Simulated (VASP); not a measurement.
Pd, 1 atom in the cell. The structure is cubic, space group Fm-3m (No. 225). The conventional cell has a = 3.893 Å, b = 3.893 Å, c = 3.893 Å, α = 90.00°, β = 90.00°, γ = 90.00°. Within 3.6 Å of Pd (site symmetry m-3m) lie 12 Pd at 2.75 Å. 

```yaml
Program: VASP 6.6.1
Task: relaxation of cell and atoms
Functional: LDA
Potentials_or_basis: VASP PAW LDA potentials, release 64 (Pd)
Cutoff: 600 eV
k_mesh: 12 × 12 × 12
Occupations: fermi-dirac, width 0.05 eV
Spin: no spin polarisation
Dipole_correction: no
Further_INCAR_settings: ALGO = Normal; EDIFF = 1e-06; IBRION = 2; EDIFFG = -0.01; NSW = 80; ISIF = 3
```

Potentials or basis: VASP PAW LDA potentials, release 64 (Pd).

Launch:

```sh
$ cat potpaw_LDA.64/Pd/POTCAR > POTCAR
$ mpirun -np 1 vasp_std > vasp.out
```

Hardware: 1 thread of Intel(R) Xeon(R) Platinum 8559C (Emerald Rapids), with other jobs on the host.

Q: Estimate the wall time of this run.

A: Wall time 12 s on 1 thread of Intel(R) Xeon(R) Platinum 8559C (Emerald Rapids) (shared host), peak memory 0.14 GiB. Counts: scf iterations 28, k points 72, ion steps 4.
